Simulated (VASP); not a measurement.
# Fe (Im-3m) in VASP: further runs

Fe is run at these levels: PBE; tasks: single point.

Everything below comes from runs of VASP 6.6.1. Logs are shortened: lines on timing, memory, paths and dates and some standing lists are left out, and cuts for length are marked.

### Step 1. The cell of the first run

The structure is cubic, space group Im-3m (No. 229). The conventional cell has a = 2.923 Å, b = 2.923 Å, c = 2.923 Å, α = 90.00°, β = 90.00°, γ = 90.00°. Fe (site symmetry m-3m) has 14 Fe at 2.53 to 2.92 Å within 3.3 Å.

### Step 2. Single point, PBE, collinear spin, ferromagnetic start (volume scaled by 1.10)

The input, INCAR:

```
SYSTEM = Fe
ALGO = Normal
EDIFF = 1E-7
ENCUT = 520
GGA = PE
ISIF = 2
ISMEAR = 0
ISPIN = 2
LASPH = .True.
LCHARG = .False.
LMAXMIX = 4
LORBIT = 11
LREAL = .False.
LWAVE = .False.
MAGMOM = 2.44
NBANDS = 14
NELM = 150
PREC = Accurate
SIGMA = 0.1
```

The input, KPOINTS:

```
k-points
0
Gamma
  20 20 20
  0 0 0
```

The input, POSCAR:

```
Fe
1.0
   -1.4614917070      1.4614917070      1.4614917070
    1.4614917070     -1.4614917070      1.4614917070
    1.4614917070      1.4614917070     -1.4614917070
Fe
1
Direct
    0.0000000000      0.0000000000      0.0000000000
```

Potentials or basis: VASP PAW PBE potentials, release 64 (Fe).

Command:

```sh
$ cat potpaw_PBE.64/Fe/POTCAR > POTCAR
$ mpirun -np 1 vasp_std > vasp.out
```

OUTCAR:

```text
SYSTEM = Fe
   EDIFF = 1E-7
   ENCUT = 520
   GGA = PE
   ISIF = 2
   ISMEAR = 0
   ISPIN = 2
   LASPH = .True.
   LORBIT = 11
   LREAL = .False.
   NELM = 150
   PREC = Accurate

 ion  position               nearest neighbor table
   1  0.000  0.000  0.000-

  LATTYP: Found a body centered cubic cell.
 ALAT       =     2.9229834140

  Lattice vectors:

 A1 = (  -1.4614917070,   1.4614917070,   1.4614917070)
 A2 = (   1.4614917070,  -1.4614917070,   1.4614917070)
 A3 = (   1.4614917070,   1.4614917070,  -1.4614917070)

Analysis of symmetry for initial positions (statically):
=====================================================================
 Subroutine PRICEL returns:
 Original cell was already a primitive cell.

 Routine SETGRP: Setting up the symmetry group for a
 body centered cubic supercell.

 Subroutine GETGRP returns: Found 48 space group operations
 (whereof 48 operations were pure point group operations)
 out of a pool of 48 trial point group operations.

The static configuration has the point symmetry O_h .

Analysis of symmetry for dynamics (positions and initial velocities):
=====================================================================
 Subroutine PRICEL returns:
 Original cell was already a primitive cell.

 Routine SETGRP: Setting up the symmetry group for a
 body centered cubic supercell.

 Subroutine GETGRP returns: Found 48 space group operations
 (whereof 48 operations were pure point group operations)
 out of a pool of 48 trial point group operations.

The dynamic configuration has the point symmetry O_h .

Analysis of structural, dynamic, and magnetic symmetry:
=====================================================================
 Subroutine PRICEL returns:
 Original cell was already a primitive cell.

 Routine SETGRP: Setting up the symmetry group for a
 body centered cubic supercell.

 Subroutine GETGRP returns: Found 48 space group operations
 (whereof 48 operations were pure point group operations)
 out of a pool of 48 trial point group operations.

The overall configuration has the point symmetry O_h .

 Subroutine INISYM returns: Found 48 space group operations
 (whereof 48 operations are pure point group operations),
 and found     1 'primitive' translations

----------------------------------------------------------------------------------------

                                     Primitive cell

  volume of cell :      12.4867

  direct lattice vectors                    reciprocal lattice vectors
    -1.461491707  1.461491707  1.461491707     0.000000000  0.342116207  0.342116207
     1.461491707 -1.461491707  1.461491707     0.342116207  0.000000000  0.342116207
     1.461491707  1.461491707 -1.461491707     0.342116207  0.342116207  0.000000000

  length of vectors
     2.531377891  2.531377891  2.531377891     0.483825380  0.483825380  0.483825380

  position of ions in fractional coordinates (direct lattice)
     0.000000000  0.000000000  0.000000000

  ion indices of the primitive-cell ions
   primitive index   ion index
                 1           1

----------------------------------------------------------------------------------------

 KPOINTS: k-points

Automatic generation of k-mesh.
 Grid dimensions read from file:
 generate k-points for:   20   20   20

 Generating k-lattice:

  Cartesian coordinates                     Fractional coordinates (reciprocal lattice)
     0.000000000  0.017105810  0.017105810     0.050000000  0.000000000  0.000000000
     0.017105810  0.000000000  0.017105810     0.000000000  0.050000000  0.000000000
     0.017105810  0.017105810  0.000000000     0.000000000  0.000000000  0.050000000

  Length of vectors
     0.024191269  0.024191269  0.024191269

  Shift w.r.t. Gamma in fractional coordinates (k-lattice)
     0.000000000  0.000000000  0.000000000

 Subroutine IBZKPT returns following result:
 ===========================================

 Found    256 irreducible k-points:

 Following reciprocal coordinates:
            Coordinates               Weight
  0.000000  0.000000  0.000000      1.000000
  0.050000  0.000000  0.000000     12.000000
  0.100000  0.000000  0.000000     12.000000
  0.150000  0.000000  0.000000     12.000000
  0.200000  0.000000  0.000000     12.000000
  0.250000  0.000000  0.000000     12.000000
[... 16 lines left out ...]
  0.200000  0.100000 -0.000000     48.000000
  0.250000  0.100000 -0.000000     48.000000
 [... further k-points ...]
   k-points           NKPTS =    256   k-points in BZ     NKDIM =    256   number of bands    NBANDS=     14
   number of dos      NEDOS =    301   number of ions     NIONS =      1
   total plane-waves  NPLWV =   8000
   dimension x,y,z NGX =    20 NGY =   20 NGZ =   20
   dimension x,y,z NGXF=    40 NGYF=   40 NGZF=   40
   ions per type =               1
   NGX,Y,Z   is equivalent  to a cutoff of  13.13, 13.13, 13.13 a.u.
   NGXF,Y,Z  is equivalent  to a cutoff of  26.27, 26.27, 26.27 a.u.
 SYSTEM =  Fe
   PREC   = accura    normal or accurate (medium, high low for compatibility)
   ISTART =      0    job   : 0-new  1-cont  2-samecut
   ICHARG =      2    charge: 1-file 2-atom 10-const
   ISPIN  =      2    spin polarized calculation?
   LNONCOLLINEAR =      F non collinear calculations
   LSORBIT =      F    spin-orbit coupling
   LASPH  =      T    aspherical Exc in radial PAW
   ENCUT  =  520.0 eV  38.22 Ry    6.18 a.u.   4.71  4.71  4.71*2*pi/ulx,y,z
   NELM   =    150;   NELMIN=  2; NELMDL= -5     # of ELM steps
   EDIFF  = 0.1E-06   stopping-criterion for ELM
   LREAL  =      F    real-space projection
   EDIFFG = 0.1E-05   stopping-criterion for IOM
   NSW    =      0    number of steps for IOM
   IBRION =     -1    ionic relax: 0-MD 1-quasi-New 2-CG
   NFREE  =      0    steps in history (QN), initial steepest desc. (CG)
   ISIF   =      2    stress and relaxation
   ISYM   =      2    0-nonsym 1-usesym 2-fastsym
   POTIM  = 0.5000    time-step for ionic-motion
   TEBEG  =    0.0;   TEEND  =   0.0 temperature during run
   PSTRESS=    0.0 pullay stress
   NELECT =       8.0000    total number of electrons
   NUPDOWN=      -1.0000    fix difference up-down
   EMIN   =  10.00;   EMAX   =-10.00  energy-range for DOS
   EFERMI =   0.00;   METHOD = LEGACY
   ISMEAR =     0;   SIGMA  =   0.10  broadening in eV -4-tet -1-fermi 0-gaus
   EFERMI_NEDOS =   21; number of points for ismear=-14 and -15
   IALGO  =     38    algorithm
   IMIX   =      4    mixing-type and parameters
     AMIX     =   0.40;   BMIX     =  1.00
     AMIX_MAG =   1.60;   BMIX_MAG =  1.00
  volume/ion in A,a.u.               =      12.49        84.26
  Fermi-wavevector in a.u.,A,eV,Ry     =   1.411308  2.666985 27.099952  1.991790
  Thomas-Fermi vector in A             =   2.533173
   LORBIT       =     11    0 simple, 1 ext, 2 COOP (PROOUT), +10 PAW based schemes
   GGA     = PE    functional components
   LHFCALC =     F    Hartree Fock is set to
   AEXX    =    0.0000 exact exchange contribution
   IVDW    =     0    specifies the selected vdW correction
   LEPSILON=     F    determine dielectric tensor
   LRPA    =     F    only Hartree local field effects (RPA)
 spin polarized calculation
 Gauss-broadening in eV      SIGMA  =   0.10
  energy-cutoff  :      520.00
  volume of cell :       12.49
 maximum number of plane-waves:       370
   NGX =  9   NGY =  9   NGZ =  9

 number of electron       7.9999996 magnetization       2.3895635

 Free energy of the ion-electron system (eV)
  ---------------------------------------------------
  ext. energy  EPLUGINS =         0.00000000
  ---------------------------------------------------
  free energy    TOTEN  =        -8.19083589 eV

  energy without entropy =       -8.18492179  energy(sigma->0) =       -8.18787884

 E-fermi :   4.8634     XC(G=0): -12.5843

 val. band max:        4.8628816796   @ k =   0.0500   0.0000   0.0000
 cond. band min:       4.8664173834   @ k =   0.4000   0.0000   0.0000
 fundamental gap:      0.0035357038
 Fermi energy:         4.8633908189

 spin component 1

 k-point     1 :       0.0000    0.0000    0.0000
  band No.  band energies     occupation
      1      -2.9868      1.00000
      2       2.7291      1.00000
      3       2.7291      1.00000
      4       2.7291      1.00000
      5       3.7948      1.00000
      6       3.7948      1.00000
      7      29.0020      0.00000
      8      29.0020      0.00000
      9      29.0020      0.00000
     10      33.5119      0.00000
     11      33.5119      0.00000
     12      35.1981      0.00000
     13      35.1981      0.00000
     14      35.1981      0.00000
[... 375 lines left out ...]
 k-point    24 :       0.2500    0.1000   -0.0000
  band No.  band energies     occupation
      1       0.0104      1.00000
      2       2.1186      1.00000
      3       2.5242      1.00000
      4       3.6439      1.00000
      5       3.9591      1.00000
      6       4.4872      1.00000
      7      17.6248      0.00000
      8      22.0129      0.00000
      9      25.0938      0.00000
     10      28.7166      0.00000
     11      32.6246      0.00000
     12      34.1177      0.00000
     13      39.6549      0.00000
     14      41.4788      0.00000

 [... further k-points ...]

 spin component 2

 k-point     1 :       0.0000    0.0000    0.0000
  band No.  band energies     occupation
      1      -2.8354      1.00000
      2       4.8681      0.47364
      3       4.8682      0.47301
      4       4.8682      0.47297
      5       6.6796      0.00000
      6       6.6797      0.00000
      7      28.6940      0.00000
      8      28.6940      0.00000
      9      28.6940      0.00000
     10      33.6442      0.00000
     11      33.6442      0.00000
     12      35.9944      0.00000
     13      36.0043      0.00000
     14      36.0193      0.00000
[... 375 lines left out ...]
 k-point    24 :       0.2500    0.1000   -0.0000
  band No.  band energies     occupation
      1       0.4244      1.00000
      2       4.0970      1.00000
      3       4.3245      1.00000
      4       6.3237      0.00000
      5       6.6875      0.00000
      6       6.8978      0.00000
      7      18.3945      0.00000
      8      22.4349      0.00000
      9      25.6608      0.00000
     10      28.9324      0.00000
     11      33.1333      0.00000
     12      34.4302      0.00000
     13      39.8624      0.00000
     14      41.9149      0.00000

 [... further k-points ...]
[... 5 lines left out ...]
  --------------------------------------------------------------------------------------
  -------------------------------------------------------------------------------------
  Total       -1.0318594     -1.0318594     -1.0318594      0.0000000     -0.0000000      0.0000000
  in kB     -132.3981956   -132.3981956   -132.3981956      0.0000000     -0.0000000      0.0000000
  external PRESSURE =    -132.3981956 kB  Pullay stress =       0.0000000 kB

 VOLUME and BASIS-vectors are now :
 -----------------------------------------------------------------------------
  energy-cutoff  :      520.00
  volume of cell :       12.49
      direct lattice vectors                 reciprocal lattice vectors
    -1.461491707  1.461491707  1.461491707     0.000000000  0.342116207  0.342116207
     1.461491707 -1.461491707  1.461491707     0.342116207  0.000000000  0.342116207
     1.461491707  1.461491707 -1.461491707     0.342116207  0.342116207  0.000000000

 POSITION                                       TOTAL-FORCE (eV/Angst)
 -----------------------------------------------------------------------------------
      0.00000      0.00000      0.00000         0.000000      0.000000      0.000000
 -----------------------------------------------------------------------------------
    total drift:                                0.000000     -0.000000      0.000000

  FREE ENERGIE OF THE ION-ELECTRON SYSTEM (eV)
  ---------------------------------------------------
  free  energy   TOTEN  =        -8.1908358865 eV

  energy  without entropy=       -8.1849217871  energy(sigma->0) =       -8.18787884

 total charge

# of ion       s       p       d       tot
------------------------------------------
    1        0.449   0.459   6.182   7.090

 magnetization (x)

# of ion       s       p       d       tot
------------------------------------------
    1       -0.015  -0.054   2.474   2.405
```

It took 3.1 min on 1 thread of AMD EPYC 7R13, shared host; peak memory 0.16 GiB.

Results:

- Free energy: -8.1908 eV
- Pressure: -13.2 GPa
- Net moment: 2.39 μB per cell
- Site moments: Fe +2.40 μB
- Valence electrons inside the program's atomic spheres: Fe 7.09

Caveat: the cell differs from its parent crystal (volume scaled by 1.10).

### Step 3. Single point, PBE, collinear spin, ferromagnetic start

This run uses another cell than the first one, of 12.02 Å³/atom, 0.963 times its volume.

The input, INCAR:

```
SYSTEM = Fe
PREC = Accurate
ENCUT = 600
EDIFF = 1E-6
ISMEAR = 0
SIGMA = 0.1
LREAL = .False.
LASPH = .True.
NELM = 200
ALGO = Normal
ISIF = 2
LWAVE = .False.
LCHARG = .False.
ISPIN = 2
MAGMOM = 4
LORBIT = 11
LMAXMIX = 4
GGA = PE
NBANDS = 14
GGA_COMPAT = .False.
```

The input, KPOINTS:

```
Automatic mesh
0
Gamma
  8 8 8
  0 0 0
```

The input, POSCAR:

```
Fe
1.0
   -1.4430000000      1.4430000000      1.4430000000
    1.4430000000     -1.4430000000      1.4430000000
    1.4430000000      1.4430000000     -1.4430000000
Fe
1
Direct
    0.0000000000      0.0000000000      0.0000000000
```

Potentials or basis: VASP PAW PBE potentials, release 64 (Fe).

Command:

```sh
$ cat potpaw_PBE.64/Fe/POTCAR > POTCAR
$ mpirun -np 1 vasp_std > vasp.out
```

Wall time 18 s (1 thread of Intel Xeon 8259CL, shared host); peak memory 0.13 GiB.

It converged, with:

```
Free energy                                           : -8.2184 eV
Pressure                                              : -8.0 GPa
Net moment                                            : 2.36 μB per cell
Site moments                                          : Fe +2.37 μB
Valence electrons inside the program's atomic spheres : Fe 7.16
```

Levels at points of the mesh, in eV from the Fermi level:
Spin up:
```csv
k point,band 1,band 2,band 3,band 4,band 5,band 6,band 7,band 8,band 9,band 10
"(0.00, 0.00, 0.00)",-8.05,-2.21,-2.21,-2.21,-1.05,-1.05,24.54,24.54,24.54,29.28
"(0.50, 0.00, 0.00)",-4.60,-3.19,-1.01,-0.89,0.25,0.60,6.89,17.96,19.39,22.71
"(0.50, 0.50, 0.50)",-4.48,-4.48,0.00,0.00,0.00,9.59,9.59,9.59,15.15,15.15
```
Spin down:
```csv
k point,band 1,band 2,band 3,band 4,band 5,band 6
"(0.00, 0.00, 0.00)",-7.90,-0.07,-0.07,-0.07,1.79,1.79
"(0.50, 0.00, 0.00)",-3.23,-1.27,0.67,1.67,2.03,2.72
"(0.50, 0.50, 0.50)",-2.59,-2.59,2.44,2.44,2.44,9.87
```

Caveat: the k points lie up to 0.38 Å⁻¹ apart.
